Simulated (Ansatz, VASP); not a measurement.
# BN in VASP and in Ansatz

```
CELL_PARAMETERS angstrom
0.00000 1.80750 1.82557
1.80750 0.00000 1.82557
1.80750 1.80750 0.00000
ATOMIC_POSITIONS crystal
B 0.00000 0.00000 0.00000
N 0.75000 0.75000 0.75000
```

Change from the starting cell: zz strain of +1 %.

Alike in both runs: task single point; functional PBE; k mesh 13 × 13 × 13; occupations fermi-dirac, width 0.03 eV; no spin polarisation.

```csv
,VASP,Ansatz
version,VASP 6.6.1,Ansatz 0.2.0
potentials or method,"VASP PAW PBE potentials, release 64 (B, N), cutoff 520 eV","all-electron LAPW, scalar-relativistic"
```

```csv
,VASP,Ansatz,Ansatz less VASP
gap on the k mesh at the Fermi level (eV),4.43,4.44,+0.008
pressure (GPa),-0.5,-0.7,-0.24
"traceless stress, the component that is largest in VASP (GPa)",-4.10,-4.10,-0.003
```

Ansatz ran all-electron here, and VASP with PAW potentials.
